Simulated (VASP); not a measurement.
System: SnH, a slab with vacuum.

```
CELL_PARAMETERS angstrom
4.65864 0.00000 0.00000
-2.32932 4.03450 0.00000
0.00000 0.00000 32.36693
ATOMIC_POSITIONS crystal
Sn 0.33333 0.66667 0.32172
Sn 0.66667 0.33333 0.29619
H 0.33333 0.66667 0.37492
H 0.66667 0.33333 0.24299
```

Base run:

```yaml
Program: VASP 6.6.1
Functional: PBE
Potentials_or_basis: VASP PAW PBE potentials, release 64 (Sn_d, H)
Cutoff: 520 eV
k_mesh: 6 × 6 × 1
Occupations: gaussian, width 0.01 eV
Spin: no spin polarisation
```

Its results: band gap on the k mesh 0.57 eV; largest force 0.152 eV/Å.

Question: The run is repeated on the same cell with these changes: functional from PBE to r2SCAN. What comes out?

Answer: Band gap on the k mesh 0.82 eV; largest force 0.006 eV/Å.

Caveats: spin-orbit coupling is left out, which moves the levels of the heavy elements; the PAW data sets were made with another functional, which shifts forces and pressure a little (at least some runs).

